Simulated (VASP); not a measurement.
# Ir5Rh in VASP: further runs

Runs on Ir5Rh. Level: PBE. Tasks: single point, relaxation of cell and atoms.

All numbers are computed with VASP 6.6.1; they aren't measurements. Logs are shortened: lines on timing, memory, paths and dates and some standing lists are left out, and cuts for length are marked.

**1. The cell of the first run**

The typed cell holds 12 atoms: a = 2.740 Å, b = 5.480 Å, c = 11.542 Å, α = 90.00°, β = 90.00°, γ = 90.00°.

**2. Single point, PBE**

File INCAR:

```
PREC = Accurate
ENCUT = 520
EDIFF = 1E-7
ISMEAR = 0
SIGMA = 0.2
LREAL = False
LASPH = True
NELM = 100
ALGO = Fast
ISIF = 2
LWAVE = False
LCHARG = False
GGA = PE
NBANDS = 72
```

File KPOINTS:

```
regular mesh
0
Gamma
  8 4 2
```

File POSCAR:

```
Ir5Rh
1.0
    2.7397060563     -0.0000159502     -0.0001393048
   -0.0000330760      5.4795744872     -0.0001159726
    0.0002947823      0.0001285550     11.5421367422
Ir Rh
10 2
Direct
   -0.0000033383      0.5000038146      0.8329981211
    0.0000312689      0.9999976573      0.8330144846
    0.0000060682      0.4999919640      0.1669883139
   -0.0000312689      1.0000165812      0.1670053693
    0.4999782035      0.2500075586      0.3321094238
    0.5000025330      0.7499918996      0.3321065913
    0.0000379444      0.0000092175      0.5000053850
    0.9999891710      0.5000038685      0.4999974494
    0.5000135956      0.2499917461      0.6678902363
    0.4999832541      0.7499944815      0.6678901204
    0.5000092700      0.2499986362     -0.0000068389
    0.4999832988      0.7499925748      0.0000013439
```

Potentials or basis: VASP PAW PBE potentials, release 64 (Ir, Rh_pv).

Launch:

```sh
$ cat potpaw_PBE.64/Ir/POTCAR potpaw_PBE.64/Rh_pv/POTCAR > POTCAR
$ mpirun -np 1 vasp_std > vasp.out
```

OUTCAR:

```text
PREC = Accurate
   ENCUT = 520
   EDIFF = 1E-7
   ISMEAR = 0
   LREAL = False
   LASPH = True
   NELM = 100
   ISIF = 2
   GGA = PE

 ion  position               nearest neighbor table
   1  1.000  0.500  0.833-   9 2.72  10 2.72  10 2.72   9 2.72  12 2.73  11 2.73  11 2.73  12 2.73
                             2 2.74   2 2.74
   2  0.000  1.000  0.833-  10 2.72   9 2.72   9 2.72  10 2.72  11 2.73  12 2.73  11 2.73  12 2.73
                             1 2.74   1 2.74
   3  0.000  0.500  0.167-   5 2.72   6 2.72   6 2.72   5 2.72  12 2.73  11 2.73  12 2.73  11 2.73
                             4 2.74   4 2.74
   4  1.000  0.000  0.167-   5 2.72   5 2.72   6 2.72   6 2.72  11 2.73  12 2.73  11 2.73  12 2.73
                             3 2.74   3 2.74
   5  0.500  0.250  0.332-   4 2.72   4 2.72   3 2.72   3 2.72   6 2.74   6 2.74   8 2.74   8 2.74
                             7 2.74   7 2.74
   6  0.500  0.750  0.332-   4 2.72   3 2.72   4 2.72   3 2.72   5 2.74   5 2.74   8 2.74   8 2.74
                             7 2.74   7 2.74
   7  0.000  0.000  0.500-   8 2.74   8 2.74   9 2.74  10 2.74   9 2.74   5 2.74   6 2.74  10 2.74
                             5 2.74   6 2.74
   8  1.000  0.500  0.500-   7 2.74   7 2.74  10 2.74   5 2.74   6 2.74   5 2.74   6 2.74  10 2.74
                             9 2.74   9 2.74
   9  0.500  0.250  0.668-   1 2.72   1 2.72   2 2.72   2 2.72  10 2.74  10 2.74   7 2.74   7 2.74
                             8 2.74   8 2.74
  10  0.500  0.750  0.668-   1 2.72   1 2.72   2 2.72   2 2.72   9 2.74   9 2.74   7 2.74   8 2.74
                             8 2.74   7 2.74
  11  0.500  0.250  1.000-   2 2.73   2 2.73   3 2.73   3 2.73   1 2.73   1 2.73   4 2.73   4 2.73
                            12 2.74  12 2.74
  12  0.500  0.750  0.000-   2 2.73   3 2.73   3 2.73   1 2.73   2 2.73   4 2.73   1 2.73   4 2.73
                            11 2.74  11 2.74

  LATTYP: Found a simple monoclinic cell.
 ALAT       =     2.7397060599
 B/A-ratio  =     2.0000592650
 C/A-ratio  =     4.3299918127
 COS(beta)  =    -0.2309719416

  Lattice vectors:

 A1 = (   2.7397060563,  -0.0000159502,  -0.0001393048)
 A2 = (  -0.0000330760,   5.4795744872,  -0.0001159726)
 A3 = (  -2.7394112740,   0.0001445052,  11.5422760470)

Analysis of symmetry for initial positions (statically):
=====================================================================
 Subroutine PRICEL returns:
 Original cell was already a primitive cell.

 Routine SETGRP: Setting up the symmetry group for a
 simple monoclinic supercell.

 Subroutine GETGRP returns: Found  1 space group operations
 (whereof  1 operations were pure point group operations)
 out of a pool of  4 trial point group operations.

The static configuration has the point symmetry C_1 .

Analysis of symmetry for dynamics (positions and initial velocities):
=====================================================================
 Subroutine PRICEL returns:
 Original cell was already a primitive cell.

 Routine SETGRP: Setting up the symmetry group for a
 simple monoclinic supercell.

 Subroutine GETGRP returns: Found  1 space group operations
 (whereof  1 operations were pure point group operations)
 out of a pool of  4 trial point group operations.

The dynamic configuration has the point symmetry C_1 .

 Subroutine INISYM returns: Found  1 space group operations
 (whereof  1 operations are pure point group operations),
 and found     1 'primitive' translations

----------------------------------------------------------------------------------------

                                     Primitive cell

  volume of cell :     173.2754

  direct lattice vectors                    reciprocal lattice vectors
     2.739706056 -0.000015950 -0.000139305     0.365002660  0.000002203 -0.000009322
    -0.000033076  5.479574487 -0.000115973     0.000001062  0.182495922 -0.000002033
     0.000294782  0.000128555 11.542136742     0.000004405  0.000001834  0.086639070

  length of vectors
     2.739706060  5.479574489 11.542136747     0.365002660  0.182495922  0.086639071

  position of ions in fractional coordinates (direct lattice)
     0.999996662  0.500003815  0.832998121
     0.000031269  0.999997657  0.833014485
     0.000006068  0.499991964  0.166988314
     0.999968731  0.000016581  0.167005369
     0.499978203  0.250007559  0.332109424
     0.500002533  0.749991900  0.332106591
     0.000037944  0.000009218  0.500005385
     0.999989171  0.500003869  0.499997449
     0.500013596  0.249991746  0.667890236
     0.499983254  0.749994482  0.667890120
     0.500009270  0.249998636  0.999993161
     0.499983299  0.749992575  0.000001344

  ion indices of the primitive-cell ions
   primitive index   ion index
                 1           1
                 2           2
                 3           3
                 4           4
                 5           5
                 6           6
                 7           7
                 8           8
                 9           9
                10          10
                11          11
                12          12

----------------------------------------------------------------------------------------

 KPOINTS: regular mesh

Automatic generation of k-mesh.
 Grid dimensions read from file:
 generate k-points for:    8    4    2

 Generating k-lattice:

  Cartesian coordinates                     Fractional coordinates (reciprocal lattice)
     0.045625333  0.000000275 -0.000001165     0.125000000 -0.000000000 -0.000000000
     0.000000266  0.045623981 -0.000000508     0.000000000  0.250000000  0.000000000
     0.000002203  0.000000917  0.043319535     0.000000000  0.000000000  0.500000000

  Length of vectors
     0.045625333  0.045623981  0.043319535

  Shift w.r.t. Gamma in fractional coordinates (k-lattice)
     0.000000000  0.000000000  0.000000000

 Subroutine IBZKPT returns following result:
 ===========================================

 Found     36 irreducible k-points:

 Following reciprocal coordinates:
            Coordinates               Weight
  0.000000  0.000000  0.000000      1.000000
  0.125000 -0.000000  0.000000      2.000000
  0.250000 -0.000000  0.000000      2.000000
  0.375000 -0.000000  0.000000      2.000000
  0.500000 -0.000000  0.000000      1.000000
 -0.000000  0.250000 -0.000000      2.000000
[... 16 lines left out ...]
  0.500000 -0.000000  0.500000      1.000000
  0.000000  0.250000  0.500000      2.000000
 [... further k-points ...]
   k-points           NKPTS =     36   k-points in BZ     NKDIM =     36   number of bands    NBANDS=     72
   number of dos      NEDOS =    301   number of ions     NIONS =     12
   total plane-waves  NPLWV =  75600
   dimension x,y,z NGX =    20 NGY =   42 NGZ =   90
   dimension x,y,z NGXF=    40 NGYF=   84 NGZF=  180
   ions per type =              10   2
   NGX,Y,Z   is equivalent  to a cutoff of  12.14, 12.74, 12.96 a.u.
   NGXF,Y,Z  is equivalent  to a cutoff of  24.27, 25.48, 25.93 a.u.
 SYSTEM =  unknown system
   PREC   = accura    normal or accurate (medium, high low for compatibility)
   ISTART =      0    job   : 0-new  1-cont  2-samecut
   ICHARG =      2    charge: 1-file 2-atom 10-const
   ISPIN  =      1    spin polarized calculation?
   LNONCOLLINEAR =      F non collinear calculations
   LSORBIT =      F    spin-orbit coupling
   LASPH  =      T    aspherical Exc in radial PAW
   ENCUT  =  520.0 eV  38.22 Ry    6.18 a.u.   5.09 10.19 21.46*2*pi/ulx,y,z
   NELM   =    100;   NELMIN=  2; NELMDL= -5     # of ELM steps
   EDIFF  = 0.1E-06   stopping-criterion for ELM
   LREAL  =      F    real-space projection
   EDIFFG = 0.1E-05   stopping-criterion for IOM
   NSW    =      0    number of steps for IOM
   IBRION =     -1    ionic relax: 0-MD 1-quasi-New 2-CG
   NFREE  =      0    steps in history (QN), initial steepest desc. (CG)
   ISIF   =      2    stress and relaxation
   ISYM   =      2    0-nonsym 1-usesym 2-fastsym
   POTIM  = 0.5000    time-step for ionic-motion
   TEBEG  =    0.0;   TEEND  =   0.0 temperature during run
   PSTRESS=    0.0 pullay stress
   NELECT =     120.0000    total number of electrons
   NUPDOWN=      -1.0000    fix difference up-down
   EMIN   =  10.00;   EMAX   =-10.00  energy-range for DOS
   EFERMI =   0.00;   METHOD = LEGACY
   ISMEAR =     0;   SIGMA  =   0.20  broadening in eV -4-tet -1-fermi 0-gaus
   EFERMI_NEDOS =   21; number of points for ismear=-14 and -15
   IALGO  =     68    algorithm
   IMIX   =      4    mixing-type and parameters
     AMIX     =   0.40;   BMIX     =  1.00
     AMIX_MAG =   1.60;   BMIX_MAG =  1.00
  volume/ion in A,a.u.               =      14.44        97.44
  Fermi-wavevector in a.u.,A,eV,Ry     =   1.448404  2.737086 28.543292  2.097873
  Thomas-Fermi vector in A             =   2.566248
   LORBIT       =      0    0 simple, 1 ext, 2 COOP (PROOUT), +10 PAW based schemes
   GGA     = PE    functional components
   LHFCALC =     F    Hartree Fock is set to
   AEXX    =    0.0000 exact exchange contribution
   IVDW    =     0    specifies the selected vdW correction
   LEPSILON=     F    determine dielectric tensor
   LRPA    =     F    only Hartree local field effects (RPA)
 non-spin polarized calculation
 RMM-DIIS sequential band-by-band and
 Gauss-broadening in eV      SIGMA  =   0.20
  energy-cutoff  :      520.00
  volume of cell :      173.28
 maximum number of plane-waves:      4716
   NGX = 11   NGY = 21   NGZ = 43

 number of electron     120.0000008 magnetization

 Free energy of the ion-electron system (eV)
  ---------------------------------------------------
  ext. energy  EPLUGINS =         0.00000000
  ---------------------------------------------------
  free energy    TOTEN  =      -103.04400983 eV

  energy without entropy =     -102.76683582  energy(sigma->0) =     -102.90542283

 E-fermi :  10.2102     XC(G=0): -13.8448

 val. band max:       10.2087865192   @ k =  -0.3750   0.2500   0.5000
 cond. band min:      10.2109319876   @ k =   0.5000   0.2500   0.5000
 fundamental gap:      0.0021454684
 Fermi energy:        10.2102032439

 k-point     1 :       0.0000    0.0000    0.0000
  band No.  band energies     occupation
      1     -36.7120      2.00000
      2     -36.6222      2.00000
      3     -36.5891      2.00000
      4     -36.3899      2.00000
      5     -36.3899      2.00000
      6     -36.3627      2.00000
[... 64 lines left out ...]
     71      11.6612      0.00000
     72      12.2526      0.00000

 k-point     2 :       0.1250   -0.0000    0.0000
  band No.  band energies     occupation
      1     -36.7068      2.00000
      2     -36.6174      2.00000
      3     -36.5846      2.00000
      4     -36.4378      2.00000
      5     -36.4093      2.00000
      6     -36.3859      2.00000
[... 64 lines left out ...]
     71      11.3474      0.00000
     72      12.6766      0.00000

 k-point     3 :       0.2500   -0.0000    0.0000
  band No.  band energies     occupation
      1     -36.6942      2.00000
      2     -36.6057      2.00000
      3     -36.5737      2.00000
      4     -36.5525      2.00000
      5     -36.5209      2.00000
      6     -36.3763      2.00000
[... 1564 lines left out ...]
     71      12.8122      0.00000
     72      12.9628      0.00000

 k-point    24 :       0.0000    0.2500    0.5000
  band No.  band energies     occupation
      1     -36.6656      2.00000
      2     -36.6174      2.00000
      3     -36.5940      2.00000
      4     -36.4378      2.00000
      5     -36.3859      2.00000
      6     -36.3667      2.00000
[... 64 lines left out ...]
     71      11.1274      0.00000
     72      11.2260      0.00000

 [... further k-points ...]
[... 5 lines left out ...]
  --------------------------------------------------------------------------------------
  -------------------------------------------------------------------------------------
  Total        0.4283441      0.4134567      0.4815129      0.0022036      0.0025310      0.0059129
  in kB        3.9606486      3.8229939      4.4522701      0.0203757      0.0234026      0.0546735
  external PRESSURE =       4.0786375 kB  Pullay stress =       0.0000000 kB

 VOLUME and BASIS-vectors are now :
 -----------------------------------------------------------------------------
  energy-cutoff  :      520.00
  volume of cell :      173.28
      direct lattice vectors                 reciprocal lattice vectors
     2.739706056 -0.000015950 -0.000139305     0.365002660  0.000002203 -0.000009322
    -0.000033076  5.479574487 -0.000115973     0.000001062  0.182495922 -0.000002033
     0.000294782  0.000128555 11.542136742     0.000004405  0.000001834  0.086639070

 POSITION                                       TOTAL-FORCE (eV/Angst)
 -----------------------------------------------------------------------------------
      2.73993      2.73990      9.61438         0.000149     -0.000278      0.033357
      0.00030      5.47967      9.61465        -0.000684     -0.000125      0.031416
      0.00005      2.73976      1.92734        -0.000273      0.000761     -0.032126
      2.73967      0.00010      1.92746         0.000432     -0.001316     -0.034021
      1.36988      1.36997      3.83315         0.000485     -0.000386      0.019453
      1.36993      4.10967      3.83306        -0.000032      0.000823      0.019424
      0.00025      0.00011      5.77113        -0.000953     -0.000827     -0.000894
      2.73981      2.73986      5.77084         0.000158      0.000014      0.000341
      1.37008      1.36993      7.70878        -0.000117      0.000293     -0.018875
      1.36998      4.10973      7.70872         0.000662      0.000562     -0.019073
      1.37016      1.37001     11.54196        -0.000184     -0.000042      0.000747
      1.36978      4.10963     -0.00014         0.000357      0.000521      0.000252
 -----------------------------------------------------------------------------------
    total drift:                               -0.000004     -0.000001      0.000002

  FREE ENERGIE OF THE ION-ELECTRON SYSTEM (eV)
  ---------------------------------------------------
  free  energy   TOTEN  =      -103.0440098282 eV

  energy  without entropy=     -102.7668358233  energy(sigma->0) =     -102.90542283
```

Wall time 15 min (1 thread of Intel Xeon Platinum 8488C (Sapphire Rapids), shared host); peak memory 0.48 GiB.

Results:

- Free energy: -103.0440 eV
- Pressure: 0.4 GPa
- Largest force: 0.034 eV/Å
- Band gap on the k mesh: zero (bands 60 and 61 overlap by 2.58 eV)

Forces in eV/Å, atoms in the order of the input:
```
Ir   0.000  0.000  0.033
Ir  -0.001  0.000  0.031
Ir   0.000  0.001 -0.032
Ir   0.000 -0.001 -0.034
Ir   0.000  0.000  0.019
Ir   0.000  0.001  0.019
Ir  -0.001 -0.001 -0.001
Ir   0.000  0.000  0.000
Ir   0.000  0.000 -0.019
Ir   0.001  0.001 -0.019
Rh   0.000  0.000  0.001
Rh   0.000  0.001  0.000
```

Levels at points of the mesh, in eV from the Fermi level:
```tsv
k point	band 59	band 60	band 61	band 62	band 63	band 64
(0.00, 0.00, 0.00)	-0.59	-0.59	-0.38	-0.38	0.14	0.31
(0.50, 0.00, 0.00)	0.84	1.33	1.33	1.34	1.34	1.41
(0.00, 0.50, 0.00)	-0.83	-0.83	-0.64	-0.64	-0.49	-0.49
(0.50, 0.50, 0.00)	0.57	0.57	0.81	0.81	0.87	0.87
(0.00, 0.00, 0.50)	-0.39	-0.38	-0.36	-0.18	0.49	0.59
(0.50, 0.00, 0.50)	0.64	0.68	0.79	0.86	0.86	1.33
(0.00, 0.50, 0.50)	-0.82	-0.82	-0.79	-0.79	0.13	0.13
(0.50, 0.50, 0.50)	0.83	0.83	0.83	0.83	0.94	0.94
```

Caveat: spin-orbit coupling is left out, which moves the levels of the heavy elements.

(Continued in part 2 of 2.)
